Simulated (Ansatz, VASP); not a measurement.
**Mg2O in VASP and in Ansatz**

```
Mg O
1.0
     2.60915   -2.75276    0.00000
     2.60915    2.75276    0.00000
     0.00000    0.00000    3.30319
Mg O
2 1
Direct
  0.28552 0.28552 0.50000
  0.71448 0.71448 0.50000
  0.00000 0.00000 0.00000
```

Alike in both runs: task relaxation of cell and atoms; functional PBE; k mesh 5 × 5 × 6; occupations gaussian, width 0.2 eV; no spin polarisation.

|  | VASP | Ansatz |
| --- | --- | --- |
| version | VASP 6.6.1 | Ansatz 0.2.0 |
| potentials or method | VASP PAW PBE potentials, release 64 (Mg, O), cutoff 600 eV | scalar-relativistic, plane waves, PAW |
| valence electrons in the cell | 10 | 26 |

VASP gave:

```
gap on the k mesh at the Fermi level, each at its own relaxed structure (eV) : none
relaxed volume (Å³/atom)                                                     : 19.72
relaxed cell length with the largest relative difference (Å)                 : 4.557
```

**Question.** Which values does Ansatz return?

**Answer.** gap on the k mesh at the Fermi level, each at its own relaxed structure (eV): none; relaxed volume (Å³/atom): 20.68; relaxed cell length with the largest relative difference (Å): 4.701.

A gap of «none» marks a metal or a gap that the smearing closes. VASP's potentials hold 10 valence electrons a cell and Ansatz's 26, so a difference there can come from the potentials and not from the codes.

Noted on VASP's run: the volume moved by over 15 % at a fixed basis, so the end points are rough.
